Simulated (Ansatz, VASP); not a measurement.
Two plane-wave programs on Na

The input INCAR:

```
ALGO = Normal ; EDIFF = 1E-6
ENCUT = 520 ; GGA = PS
ISIF = 2 ; ISMEAR = 0
LASPH = True ; LCHARG = False
LREAL = False ; LWAVE = False
NBANDS = 10 ; NELM = 100
PREC = Accurate ; SIGMA = 0.15
```

KPOINTS

```
k-points
0
Gamma
  16 16 16
```

File POSCAR:

```
Na
1.0
   -2.0857375000      2.0857375000      2.0539750000
    2.0857375000     -2.0857375000      2.0539750000
    2.0857375000      2.0857375000     -2.0539750000
Na
1
Direct
    0.0000000000      0.0000000000      0.0000000000
```

Input for Ansatz:

```yaml
crystal:
  lattice:
    - [-2.0857375, 2.0857375, 2.053975]
    - [2.0857375, -2.0857375, 2.053975]
    - [2.0857375, 2.0857375, -2.053975]
  atoms:
    - { symbol: Na, position: [0.0, 0.0, 0.0] }
basis:
  ecutwfc: 420
kpoints:
  mp_grid: { grid: [16, 16, 16] }
hamiltonian:
  xc: pbesol
scf:
  occupations: { method: gaussian, width: 0.15 }
output:
  forces: true
  stress: true
  eigenvalues: true
  write_density: true
  write_potential: true
  elf: true
  volumetric_format: npy
```

Change from the starting cell: strain -0.015 along x and y, -0.030 along z, atoms carried along.

Alike in both runs: task single point; functional PBEsol; k mesh 16 × 16 × 16; occupations gaussian, width 0.15 eV; no spin polarisation.

```csv
,VASP,Ansatz
version,VASP 6.6.1,Ansatz 0.2.0
potentials or method,"VASP PAW PBE potentials, release 64 (Na_pv), cutoff 520 eV","scalar-relativistic, plane waves, PAW"
valence electrons in the cell,7,9
```

|  | VASP | Ansatz | Ansatz less VASP |
| --- | --- | --- | --- |
| gap on the k mesh at the Fermi level (eV) | none | none | - |
| pressure (GPa) | 0.1 | 0.1 | +0.02 |

VASP's potentials were made for PBE, not for PBEsol. A gap of «none» marks a metal or a gap that the smearing closes. With one functional, cell and mesh, what is left measures potentials, basis and numerics. VASP's potentials hold 7 valence electrons a cell and Ansatz's 9, so a difference there can come from the potentials and not from the codes.
